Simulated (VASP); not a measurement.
Runs of VASP 6.6.1 on Zn. The structure is that of space group Fd-3m (No. 227), or close to it. The cells are those of the table. 

| cell | gap on the mesh (eV) | pressure (GPa) |
| --- | --- | --- |
| a = 4.123 Å, angles 60.0°, 2 atoms | none | 0.2 |
| a = 3.159 Å, angles 60.0°, 2 atoms | none | 157.0 |
| a = 3.571 Å, angles 60.0°, 2 atoms | none | 34.4 |
| a = 3.378 Å, angles 60.0°, 2 atoms | none | (b) |
| a = 3.038 Å, angles 60.0°, 2 atoms | none | 238.6 |
| a = 3.746 Å, angles 60.0°, 2 atoms | none | (a) |

Alike in all rows: task single point; level PBE; potentials or basis VASP PAW PBE potentials, release 64 (Zn); no spin polarisation; k mesh 12 × 12 × 12; cutoff (eV) 520; smearing fermi-dirac 0.05 eV.

Question: Estimate the missing entries.

Answer: (a) 16.0; (b) 72.5.

A gap of «none» marks levels without a gap at the run's occupations.
